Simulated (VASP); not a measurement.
Set up this calculation in VASP 6.6.1, as the native input.

```yaml
Task: relaxation of the atoms
Functional: PBE
Potentials_or_basis: VASP PAW PBE potentials, release 64 (N, Ti_sv, C)
Cutoff: 520 eV
k_mesh: 9 × 9 × 1
Occupations: gaussian, width 0.1 eV
Spin: no spin polarisation
Dipole_correction: yes
Atoms_held_fixed_from_0: "[0, 1, 2, 3, 4, 5]"
Further_INCAR_settings: ALGO = Fast; EDIFF = 1e-06; IBRION = 2; EDIFFG = -0.025; NSW = 36
Atoms_held_along_some_axes_from_0: atom 6 along a and b
```

The structure of Ti3CN3 lies in POSCAR:

```
Ti3CN3
1.0
    3.0028555065      0.0000000000      0.0000000000
   -1.5014277533      2.6005491526      0.0000000000
    0.0000000000      0.0000000000     21.5541471875
N Ti C
3 3 1
Selective dynamics
Direct
    0.3333333333      0.6666666667      0.1855791354  F F F
    0.0000000000      0.0000000000      0.2993308526  F F F
    0.6666666667      0.3333333333      0.4147299349  F F F
    0.6666666667      0.3333333333      0.2424549940  F F F
    0.3333333333      0.6666666667      0.3575097833  F F F
    0.0000000000      0.0000000000      0.4664599856  F F F
    0.3333333333      0.1666666667      0.5453311182  F F T
```

The input as run:

INCAR

```
SYSTEM = Ti3CN3
  PREC = Accurate
  ENCUT = 520
  EDIFF = 1E-6
  ISMEAR = 0
  SIGMA = 0.1
  LREAL = .False.
  LASPH = .True.
  NELM = 80
  ALGO = Fast
  ISIF = 2
  LWAVE = .False.
  LCHARG = .False.
  LDIPOL = .True.
  IDIPOL = 3
  DIPOL = 0.5 0.5 0.359
  GGA = PE
  IBRION = 2
  NSW = 36
  EDIFFG = -0.025
```

KPOINTS

```
Automatic mesh
0
Gamma
  9 9 1
  0 0 0
```

Potentials or basis: VASP PAW PBE potentials, release 64 (N, Ti_sv, C).

Command:

```console
$ cat potpaw_PBE.64/N/POTCAR potpaw_PBE.64/Ti_sv/POTCAR potpaw_PBE.64/C/POTCAR > POTCAR
$ mpirun -np 1 vasp_std > vasp.out
```

Results of the run:

The energy gained by relaxing is 0.2 meV/atom. The ionic steps are 3. The band gap on the k mesh is zero (an odd number of electrons rules out a gap without spin polarisation).

Run time: 17 min on 1 thread of Oxide Virtual Turin-like Processor, on a shared host, peak memory 0.34 GiB.
